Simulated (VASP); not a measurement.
Write the native input for VASP 6.6.1 that does the following.

| Item | Value |
| --- | --- |
| Task | single point |
| Functional | PBEsol |
| Potentials or basis | VASP PAW PBE potentials, release 64 (Si, Mo_sv) |
| Cutoff | 520 eV |
| k mesh | 20 × 20 × 20 |
| Occupations | gaussian, width 0.15 eV |
| Spin | no spin polarisation |
| Dipole correction | no |
| Further INCAR settings | ALGO = Normal; EDIFF = 1e-07; NBANDS = 18 |

The structure of Si2Mo lies in POSCAR:

```
Si2Mo
1.0
   -1.5950350850      1.5950350850      3.9106920018
    1.5950350850     -1.5950350850      3.9106920018
    1.5950350850      1.5950350850     -3.9106920018
Si Mo
2 1
Direct
    0.2519376552      0.4181816742      0.0000000000
    0.5818183258      0.7480623448      0.0000000000
    0.0000000000      0.0000000000      0.0000000000
```

This cell differs from its parent crystal: all Si atoms moved +0.375 Å, as atom 1 along Cartesian [1 -1 0].

These files were run (other wordings do the same):

INCAR

```
SYSTEM = Si2Mo
ALGO = Normal
EDIFF = 1E-7
ENCUT = 520
GGA = PS
ISIF = 2
ISMEAR = 0
LASPH = .True.
LCHARG = .False.
LREAL = .False.
LWAVE = .False.
NBANDS = 18
NELM = 80
PREC = Accurate
SIGMA = 0.15
```

KPOINTS

```
k-points
0
Gamma
  20 20 20
  0 0 0
```

Potentials or basis: VASP PAW PBE potentials, release 64 (Si, Mo_sv).

Run with:

```console
$ cat potpaw_PBE.64/Si/POTCAR potpaw_PBE.64/Mo_sv/POTCAR > POTCAR
$ mpirun -np 1 vasp_std > vasp.out
```

Results of the run:

- Pressure: 11.1 GPa
- Largest force: 5.157 eV/Å
- Band gap on the k mesh: zero (bands 11 and 12 overlap by 0.20 eV)

Caveat: the cell differs from its parent crystal (all Si atoms moved +0.375 Å, as atom 1 along Cartesian [1 -1 0]); the cell stands under pressure; the PAW data sets were made with another functional, which shifts forces and pressure a little.

Run time: 33 min on 1 thread of Oxide Virtual Turin-like Processor, on a shared host, peak memory 0.81 GiB.
